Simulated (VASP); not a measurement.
# Cd (Fm-3m) in VASP: a series of runs, part 2 of 2

VASP 6.6.1.

## Step 3: Relaxation of cell and atoms, LDA, target pressure 10 GPa, at which the enthalpy is minimised

Contents of INCAR:

```
PREC = Accurate
ENCUT = 500
EDIFF = 1E-7
ISMEAR = 0
SIGMA = 0.05
LREAL = F
LASPH = T
NELM = 120
ALGO = Normal
ISIF = 3
LWAVE = F
LCHARG = F
GGA = CA
IBRION = 2
NSW = 60
EDIFFG = -0.02
PSTRESS = 100.0
GGA_COMPAT = F
NELMIN = 4
```

Contents of KPOINTS:

```
Automatic mesh
0
Gamma
  18 18 18
```

Contents of POSCAR:

```
Cd
1.0
    0.0000000000      2.2100000000      2.2100000000
    2.2100000000      0.0000000000      2.2100000000
    2.2100000000      2.2100000000      0.0000000000
Cd
1
Direct
    0.0000000000      0.0000000000      0.0000000000
```

Potentials or basis: VASP PAW LDA potentials, release 64 (Cd).

Run with:

```console
> cat potpaw_LDA.64/Cd/POTCAR > POTCAR
> mpirun -np 1 vasp_std > vasp.out
```

OUTCAR:

```text
PREC = Accurate
   ENCUT = 500
   EDIFF = 1E-7
   ISMEAR = 0
   LREAL = F
   LASPH = T
   NELM = 120
   ISIF = 3
   GGA = CA
   IBRION = 2
   NSW = 60
   EDIFFG = -0.02
   PSTRESS = 100.0
   NELMIN = 4

 ion  position               nearest neighbor table
   1  0.000  0.000  0.000-

  LATTYP: Found a face centered cubic cell.
 ALAT       =     4.4200000000

  Lattice vectors:

 A1 = (   0.0000000000,   2.2100000000,   2.2100000000)
 A2 = (   2.2100000000,   0.0000000000,   2.2100000000)
 A3 = (   2.2100000000,   2.2100000000,   0.0000000000)

Analysis of symmetry for initial positions (statically):
=====================================================================
 Subroutine PRICEL returns:
 Original cell was already a primitive cell.

 Routine SETGRP: Setting up the symmetry group for a
 face centered cubic supercell.

 Subroutine GETGRP returns: Found 48 space group operations
 (whereof 48 operations were pure point group operations)
 out of a pool of 48 trial point group operations.

The static configuration has the point symmetry O_h .

Analysis of symmetry for dynamics (positions and initial velocities):
=====================================================================
 Subroutine PRICEL returns:
 Original cell was already a primitive cell.

 Routine SETGRP: Setting up the symmetry group for a
 face centered cubic supercell.

 Subroutine GETGRP returns: Found 48 space group operations
 (whereof 48 operations were pure point group operations)
 out of a pool of 48 trial point group operations.

The dynamic configuration has the point symmetry O_h .

 Subroutine INISYM returns: Found 48 space group operations
 (whereof 48 operations are pure point group operations),
 and found     1 'primitive' translations

----------------------------------------------------------------------------------------

                                     Primitive cell

  volume of cell :      21.5877

  direct lattice vectors                    reciprocal lattice vectors
     0.000000000  2.210000000  2.210000000    -0.226244344  0.226244344  0.226244344
     2.210000000  0.000000000  2.210000000     0.226244344 -0.226244344  0.226244344
     2.210000000  2.210000000  0.000000000     0.226244344  0.226244344 -0.226244344

  length of vectors
     3.125411973  3.125411973  3.125411973     0.391866699  0.391866699  0.391866699

  position of ions in fractional coordinates (direct lattice)
     0.000000000  0.000000000  0.000000000

  ion indices of the primitive-cell ions
   primitive index   ion index
                 1           1

----------------------------------------------------------------------------------------

 KPOINTS: Automatic mesh

Automatic generation of k-mesh.
 Grid dimensions read from file:
 generate k-points for:   18   18   18

 Generating k-lattice:

  Cartesian coordinates                     Fractional coordinates (reciprocal lattice)
    -0.012569130  0.012569130  0.012569130     0.055555556  0.000000000  0.000000000
     0.012569130 -0.012569130  0.012569130     0.000000000  0.055555556  0.000000000
     0.012569130  0.012569130 -0.012569130     0.000000000  0.000000000  0.055555556

  Length of vectors
     0.021770372  0.021770372  0.021770372

  Shift w.r.t. Gamma in fractional coordinates (k-lattice)
     0.000000000  0.000000000  0.000000000

 Subroutine IBZKPT returns following result:
 ===========================================

 Found    195 irreducible k-points:

 Following reciprocal coordinates:
            Coordinates               Weight
  0.000000  0.000000  0.000000      1.000000
  0.055556  0.000000  0.000000      8.000000
  0.111111  0.000000  0.000000      8.000000
  0.166667  0.000000  0.000000      8.000000
  0.222222  0.000000  0.000000      8.000000
  0.277778  0.000000  0.000000      8.000000
[... 16 lines left out ...]
 -0.277778  0.055556  0.000000     24.000000
 -0.222222  0.055556  0.000000     24.000000
 [... further k-points ...]
   k-points           NKPTS =    195   k-points in BZ     NKDIM =    195   number of bands    NBANDS=     10
   number of dos      NEDOS =    301   number of ions     NIONS =      1
   total plane-waves  NPLWV =  13824
   dimension x,y,z NGX =    24 NGY =   24 NGZ =   24
   dimension x,y,z NGXF=    48 NGYF=   48 NGZF=   48
   ions per type =               1
   NGX,Y,Z   is equivalent  to a cutoff of  12.77, 12.77, 12.77 a.u.
   NGXF,Y,Z  is equivalent  to a cutoff of  25.53, 25.53, 25.53 a.u.
 SYSTEM =  unknown system
   PREC   = accura    normal or accurate (medium, high low for compatibility)
   ISTART =      0    job   : 0-new  1-cont  2-samecut
   ICHARG =      2    charge: 1-file 2-atom 10-const
   ISPIN  =      1    spin polarized calculation?
   LNONCOLLINEAR =      F non collinear calculations
   LSORBIT =      F    spin-orbit coupling
   LASPH  =      T    aspherical Exc in radial PAW
   ENCUT  =  500.0 eV  36.75 Ry    6.06 a.u.   5.70  5.70  5.70*2*pi/ulx,y,z
   NELM   =    120;   NELMIN=  4; NELMDL= -5     # of ELM steps
   EDIFF  = 0.1E-06   stopping-criterion for ELM
   LREAL  =      F    real-space projection
   EDIFFG = -.2E-01   stopping-criterion for IOM
   NSW    =     60    number of steps for IOM
   IBRION =      2    ionic relax: 0-MD 1-quasi-New 2-CG
   NFREE  =      1    steps in history (QN), initial steepest desc. (CG)
   ISIF   =      3    stress and relaxation
   ISYM   =      2    0-nonsym 1-usesym 2-fastsym
   POTIM  = 0.5000    time-step for ionic-motion
   TEBEG  =    0.0;   TEEND  =   0.0 temperature during run
   PSTRESS=  100.0 pullay stress
   NELECT =      12.0000    total number of electrons
   NUPDOWN=      -1.0000    fix difference up-down
   EMIN   =  10.00;   EMAX   =-10.00  energy-range for DOS
   EFERMI =   0.00;   METHOD = LEGACY
   ISMEAR =     0;   SIGMA  =   0.05  broadening in eV -4-tet -1-fermi 0-gaus
   EFERMI_NEDOS =   21; number of points for ismear=-14 and -15
   IALGO  =     38    algorithm
   IMIX   =      4    mixing-type and parameters
     AMIX     =   0.40;   BMIX     =  1.00
     AMIX_MAG =   1.60;   BMIX_MAG =  1.00
  volume/ion in A,a.u.               =      21.59       145.68
  Fermi-wavevector in a.u.,A,eV,Ry     =   1.346066  2.543696 24.652305  1.811893
  Thomas-Fermi vector in A             =   2.473928
   LORBIT       =      0    0 simple, 1 ext, 2 COOP (PROOUT), +10 PAW based schemes
   GGA     = CA    functional components
   LHFCALC =     F    Hartree Fock is set to
   AEXX    =    0.0000 exact exchange contribution
   IVDW    =     0    specifies the selected vdW correction
   LEPSILON=     F    determine dielectric tensor
   LRPA    =     F    only Hartree local field effects (RPA)
 conjugate gradient relaxation of ions
 non-spin polarized calculation
 Gauss-broadening in eV      SIGMA  =   0.05
  energy-cutoff  :      500.00
  volume of cell :       21.59
 maximum number of plane-waves:       568
   NGX = 11   NGY = 11   NGZ = 11

--------------------------------------- Ionic step        1  -------------------------------------------

 number of electron      12.0000005 magnetization

 Free energy of the ion-electron system (eV)
  ---------------------------------------------------
  ext. energy  EPLUGINS =         0.00000000
  ---------------------------------------------------
  free energy    TOTEN  =        -1.48439661 eV

  energy without entropy =       -1.48404243  energy(sigma->0) =       -1.48421952

------------------------ aborting loop because EDIFF is reached ----------------------------------------

  FORCE on cell =-STRESS in cart. coord.  units (eV):
  Direction    XX          YY          ZZ          XY          YZ          ZX
  --------------------------------------------------------------------------------------
  -------------------------------------------------------------------------------------
  Total       -0.5338497     -0.5338497     -0.5338497      0.0000000      0.0000000     -0.0000000
  in kB      -39.6207537    -39.6207537    -39.6207537      0.0000000      0.0000000     -0.0000000
  external PRESSURE =    -139.6207537 kB  Pullay stress =     100.0000000 kB
[... 135 lines left out ...]
--------------------------------------- Ionic step        5  -------------------------------------------

 number of electron      12.0000002 magnetization

 Free energy of the ion-electron system (eV)
  ---------------------------------------------------
  ext. energy  EPLUGINS =         0.00000000
  ---------------------------------------------------
  free energy    TOTEN  =        -1.44891507 eV

  energy without entropy =       -1.44829622  energy(sigma->0) =       -1.44860565

 E-fermi :   4.0955     XC(G=0): -12.3502

 val. band max:        4.0880101321   @ k =  -0.3889   0.3889   0.0556
 cond. band min:       4.1553278422   @ k =  -0.3333   0.3333   0.1667
 fundamental gap:      0.0673177101
 Fermi energy:         4.0954991925

 k-point     1 :       0.0000    0.0000    0.0000
  band No.  band energies     occupation
      1      -6.2172      2.00000
      2      -5.5696      2.00000
      3      -5.5696      2.00000
      4      -5.5696      2.00000
      5      -4.8824      2.00000
      6      -4.8824      2.00000
      7      18.7187      0.00000
      8      20.8557      0.00000
      9      20.8557      0.00000
     10      20.8557      0.00000
[... 287 lines left out ...]
 k-point    24 :      -0.2222    0.0556    0.0000
  band No.  band energies     occupation
      1      -5.9943      2.00000
      2      -5.4349      2.00000
      3      -5.3953      2.00000
      4      -4.8907      2.00000
      5      -4.8384      2.00000
      6      -4.0126      2.00000
      7      11.7287      0.00000
      8      17.2934      0.00000
      9      19.7860      0.00000
     10      20.9982      0.00000

 [... further k-points ...]
[... 5 lines left out ...]
  --------------------------------------------------------------------------------------
  -------------------------------------------------------------------------------------
  Total        1.1113928      1.1113928      1.1113928      0.0000000     -0.0000000     -0.0000000
  in kB       98.3741679     98.3741679     98.3741679      0.0000000     -0.0000000     -0.0000000
  external PRESSURE =      -1.6258321 kB  Pullay stress =     100.0000000 kB
[... 20 lines left out ...]
  energy  without entropy=       -1.4482962193  energy(sigma->0) =       -1.44860565

  enthalpy is  TOTEN    =        -0.3191542848 eV   P V=        1.1297607876

 reached required accuracy - stopping structural energy minimisation
```

CONTCAR:

```text
Cd
   1.00000000000000
    -0.0000000000000000    2.0839583163240465    2.0839583163240465
     2.0839583163240465    0.0000000000000000    2.0839583163240465
     2.0839583163240465    2.0839583163240465    0.0000000000000000
  Cd
     1
Direct
     0.0000000000000000    0.0000000000000000    1.0000000000000000

  0.00000000E+00  0.00000000E+00  0.00000000E+00
```

It took 29 s on 1 thread of Intel Xeon 6975P-C (Granite Rapids), shared host; peak memory 0.17 GiB.

What came out:

```yaml
Free_energy: -1.4489 eV
Relaxed_volume: 18.10 Å³/atom
Relaxed_cell: a = 2.947 Å, b = 2.947 Å, c = 2.947 Å, α = 60.00°, β = 60.00°, γ = 60.00°
Space_group_after_relaxing_to_0.1_Å: Fm-3m (No. 225)
Energy_change_on_relaxing_the_run_minimises_the_enthalpy: +35.5 meV/atom
Ionic_steps: 5
Pressure_after_relaxing: 9.8 GPa
Band_gap_on_the_k_mesh: zero (bands 6 and 7 overlap by 2.57 eV)
```

The path:
| step | energy change (eV) | largest force (eV/Å) | pressure (GPa) | volume (Å³) |
| --- | --- | --- | --- | --- |
| 1 | 0.0000 | 0.0000 | -3.96 | 21.59 |
| 2 | 0.2406 | 0.0000 | 27.26 | 16.23 |
| 3 | 0.0348 | 0.0000 | 9.77 | 18.11 |
| 4 | 0.0388 | 0.0000 | 10.20 | 18.05 |
| 5 | 0.0355 | 0.0000 | 9.84 | 18.10 |

Final structure:
```cif
data_structure
_symmetry_space_group_name_H-M 'P 1'
_symmetry_Int_Tables_number 1
_cell_length_a 2.9472
_cell_length_b 2.9472
_cell_length_c 2.9472
_cell_angle_alpha 60.000
_cell_angle_beta 60.000
_cell_angle_gamma 60.000
_cell_volume 18.10
loop_
_atom_site_label
_atom_site_type_symbol
_atom_site_fract_x
_atom_site_fract_y
_atom_site_fract_z
_atom_site_occupancy
Cd1 Cd 0.00000 0.00000 0.00000 1
```

Caveat: the cell is relaxed towards a set pressure, so the run minimises the enthalpy, not the energy; the volume moved by over 15 % at a fixed basis, so the end points are rough.

## Step 4: Relaxation of cell and atoms, LDA, target pressure 20 GPa, at which the enthalpy is minimised

Contents of INCAR:

```
  PREC = Accurate
  ENCUT = 500
  EDIFF = 1E-7
  ISMEAR = 0
  SIGMA = 0.05
  LREAL = False
  LASPH = True
  NELM = 120
  ALGO = Normal
  ISIF = 3
  LWAVE = False
  LCHARG = False
  GGA = CA
  IBRION = 2
  NSW = 60
  EDIFFG = -0.02
  PSTRESS = 200.0
  GGA_COMPAT = False
  NELMIN = 4
```

Contents of KPOINTS:

```
regular mesh
0
Gamma
  18 18 18
```

POSCAR is that of step 3.

Run with:

```console
> cat potpaw_LDA.64/Cd/POTCAR > POTCAR
> mpirun -np 1 vasp_std > vasp.out
```

Run time: 32 s. Hardware: 1 thread of Intel Xeon 6975P-C (Granite Rapids), shared host; peak memory 0.17 GiB.

It converged, with:

```yaml
Free_energy: -1.3361 eV
Relaxed_volume: 16.86 Å³/atom
Relaxed_cell: a = 2.878 Å, b = 2.878 Å, c = 2.878 Å, α = 60.00°, β = 60.00°, γ = 60.00°
Space_group_after_relaxing_to_0.1_Å: Fm-3m (No. 225)
Energy_change_on_relaxing_the_run_minimises_the_enthalpy: +148.3 meV/atom
Ionic_steps: 5
Pressure_after_relaxing: 20.0 GPa
Band_gap_on_the_k_mesh: zero (bands 6 and 7 overlap by 2.51 eV)
```

Step by step:
```
step  energy change (eV)  largest force (eV/Å)  pressure (GPa)  volume (Å³)
   1              0.0000                0.0000           -3.96        21.59
   2              1.4201                0.0000          103.98        12.99
   3              0.1179                0.0000           17.44        17.12
   4              0.1377                0.0000           19.13        16.94
   5              0.1483                0.0000           20.01        16.86
```

Final structure:
```cif
data_structure
_symmetry_space_group_name_H-M 'P 1'
_symmetry_Int_Tables_number 1
_cell_length_a 2.8780
_cell_length_b 2.8780
_cell_length_c 2.8780
_cell_angle_alpha 60.000
_cell_angle_beta 60.000
_cell_angle_gamma 60.000
_cell_volume 16.86
loop_
_atom_site_label
_atom_site_type_symbol
_atom_site_fract_x
_atom_site_fract_y
_atom_site_fract_z
_atom_site_occupancy
Cd1 Cd 0.00000 0.00000 0.00000 1
```

Levels at points of the mesh, in eV from the Fermi level:
```
           k point  band 2  band 3  band 4  band 5  band 6  band 7  band 8  band 9  band 10
(0.00, 0.00, 0.00)  -10.07  -10.07  -10.07   -9.27   -9.27   14.72   17.35   17.35    17.35
(0.50, 0.00, 0.00)  -10.07  -10.07   -8.64   -8.64   -3.56   -0.87   13.76   14.85    14.85
(0.50, 0.50, 0.00)  -11.16   -8.67   -8.48   -8.48   -1.65    2.42    7.58    7.58    13.14
```

Caveat: the cell is relaxed towards a set pressure, so the run minimises the enthalpy, not the energy; the volume moved by over 15 % at a fixed basis, so the end points are rough.

## Step 5: Summary

```csv
cell,gap on the mesh (eV),pressure (GPa)
relaxed to 5 GPa,none,5.0
relaxed to 10 GPa,none,9.8
relaxed to 20 GPa,none,20.0
```

Alike in all rows: task relaxation of cell and atoms; level LDA; potentials or basis VASP PAW LDA potentials, release 64 (Cd); no spin polarisation; k mesh 18 × 18 × 18; cutoff (eV) 500; smearing gaussian 0.05 eV.

Caveats: the cell is relaxed towards a set pressure, so the run minimises the enthalpy, not the energy; the volume moved by over 15 % at a fixed basis, so the end points are rough (at least some runs).

Total energies depend on the potentials used, so only differences within one code and one set of settings carry meaning.
